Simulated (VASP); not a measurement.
The system is CoH3.

```
Co H
1.0
     3.04706    0.00000    0.00000
    -1.52353    2.63883    0.00000
     0.00000    0.00000    5.09749
Co H
1 3
Direct
  0.00000 0.00000 0.00000
  0.00000 0.00000 0.69284
  0.00000 0.00000 0.30716
  0.00000 0.00000 0.50000
```

The cell was built from a structure type or drawn by symmetry, and may not be a known phase.

- Program: VASP 6.6.1
- Task: relaxation of cell and atoms
- Functional: PBE
- Potentials or basis: VASP PAW PBE potentials, release 64 (Co, H)
- Cutoff: 600 eV
- k mesh: 5 × 5 × 3
- Occupations: gaussian, width 0.15 eV
- Spin: collinear spin, ferromagnetic start
- Starting moments: [3.0, 0.0, 0.0, 0.0] μB

At the start: pressure -5.6 GPa; volume 10.25 Å³/atom.

Problem. Where does the relaxation end?

Solution. Over 12 steps the energy falls by 243.5 meV/atom and the volume is 6.84 Å³/atom (-33.3 %); space group P6/mmm (No. 191, to 0.1 Å) before and after; moment 1.73 μB per cell.

The path:
```tsv
step	energy change (eV)	largest force (eV/Å)	pressure (GPa)	volume (Å³)
1	0.0000	0.7120	-5.58	40.99
2	-0.2470	0.0239	-7.77	38.87
3	-0.5407	0.8644	-9.60	35.18
4	-0.5728	2.0827	-0.69	27.93
5	-0.6715	1.3778	-8.33	32.20
6	-0.8578	0.8154	-6.03	29.61
7	-0.8954	0.5357	-3.02	28.18
8	-0.9431	0.3967	-2.46	27.87
9	-0.9719	0.1721	-0.84	27.47
10	-0.9729	0.0890	-0.07	27.36
11	-0.9730	0.1072	-0.16	27.38
12	-0.9742	0.0061	-0.32	27.35
```

Final structure:
```
CELL_PARAMETERS angstrom
2.44587 0.00000 0.00000
-1.22294 2.11819 0.00000
0.00000 0.00000 5.27825
ATOMIC_POSITIONS crystal
Co 0.00000 0.00000 0.00000
H 0.00000 0.00000 0.68237
H 0.00000 0.00000 0.31763
H 0.00000 0.00000 0.50000
```

Caveat: the k points lie up to 0.59 Å⁻¹ apart in the final cell; the volume moved by over 15 % at a fixed basis, so the end points are rough.
